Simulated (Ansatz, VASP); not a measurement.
# Zr2HS4 in VASP and in Ansatz

Contents of INCAR:

```
SYSTEM = Zr2HS4
ALGO = Normal
DIPOL = 0.5 0.5 0.285
EDIFF = 1E-6
ENCUT = 400
GGA = PE
GGA_COMPAT = .False.
IDIPOL = 3
ISIF = 2
ISMEAR = 0
IVDW = 12
LASPH = .True.
LCHARG = .False.
LDIPOL = .True.
LREAL = .False.
LWAVE = .False.
NBANDS = 62
NELM = 120
NELMDL = -8
PREC = Accurate
SIGMA = 0.05
```

Contents of KPOINTS:

```
k-points
0
Gamma
  6 6 1
  0 0 0
```

Contents of POSCAR:

```
Zr2HS4
1.0
    7.2976778227      0.0000000000      0.0000000000
   -3.6488389114      6.3199743831      0.0000000000
    0.0000000000      0.0000000000     20.9171506047
S Zr H
8 4 2
Direct
    0.3333333333      0.1666666667      0.1912306354
    0.3333333333      0.6666666667      0.1912306354
    0.8333333333      0.1666666667      0.1912306354
    0.8333333333      0.6666666667      0.1912306354
    0.1666666667      0.3333333333      0.3306927762
    0.1666666667      0.8333333333      0.3306927762
    0.6666666667      0.3333333333      0.3306927762
    0.6666666667      0.8333333333      0.3306927762
    0.0000000000      0.0000000000      0.2609617058
    0.0000000000      0.5000000000      0.2609617058
    0.5000000000      0.0000000000      0.2609617058
    0.5000000000      0.5000000000      0.2609617058
    0.2969803379      0.7030196621      0.4286984769
    0.3696863288      0.6303136712      0.4286984769
```

Input for Ansatz:

```yaml
crystal:
  lattice:
    - [7.2976778227, 0.0, 0.0]
    - [-3.6488389114, 6.3199743831, 0.0]
    - [0.0, 0.0, 20.9171506047]
  atoms:
    - { symbol: S, position: [0.3333333333, 0.1666666667, 0.1912306354] }
    - { symbol: S, position: [0.3333333333, 0.6666666667, 0.1912306354] }
    - { symbol: S, position: [0.8333333333, 0.1666666667, 0.1912306354] }
    - { symbol: S, position: [0.8333333333, 0.6666666667, 0.1912306354] }
    - { symbol: Zr, position: [0.0, 0.0, 0.2609617058] }
    - { symbol: Zr, position: [0.0, 0.5, 0.2609617058] }
    - { symbol: Zr, position: [0.5, 0.0, 0.2609617058] }
    - { symbol: Zr, position: [0.5, 0.5, 0.2609617058] }
    - { symbol: S, position: [0.1666666667, 0.3333333333, 0.3306927762] }
    - { symbol: S, position: [0.1666666667, 0.8333333333, 0.3306927762] }
    - { symbol: S, position: [0.6666666667, 0.3333333333, 0.3306927762] }
    - { symbol: S, position: [0.6666666667, 0.8333333333, 0.3306927762] }
    - { symbol: H, position: [0.2969803379, 0.7030196621, 0.4286984769] }
    - { symbol: H, position: [0.3696863288, 0.6303136712, 0.4286984769] }
basis:
  ecutwfc: 420
kpoints:
  mp_grid: { grid: [6, 6, 1] }
hamiltonian:
  xc: pbe
  pseudopotentials: { kind: paw, azcp: { folder: soft_1 } }
  dispersion: d3bj
scf:
  occupations: { method: gaussian, width: 0.05 }
output:
  forces: true
  eigenvalues: true
efield:
  axis: 3
  dipole_correction: true
  ramp_width: 0.04
```

Alike in both runs: task single point; functional PBE; dispersion D3(BJ); k mesh 6 × 6 × 1; occupations gaussian, width 0.05 eV; no spin polarisation.

|  | VASP | Ansatz |
| --- | --- | --- |
| version | VASP 6.6.1 | Ansatz 0.2.0 |
| potentials or method | VASP PAW PBE potentials, release 64 (S, Zr_sv, H), cutoff 400 eV | scalar-relativistic, plane waves, PAW |
| valence electrons in the cell | 98 | 98 |

Ansatz gave:

| Quantity | Value |
| --- | --- |
| gap on the k mesh at the Fermi level (eV) | 1.10 |
| least direct gap on the mesh (eV) | 1.10 |
| rms of the force components (eV/Å) | 0.712 |

**Question.** Estimate VASP's values.

**Answer.** gap on the k mesh at the Fermi level (eV): 1.10; least direct gap on the mesh (eV): 1.10; rms of the force components (eV/Å): 0.703.
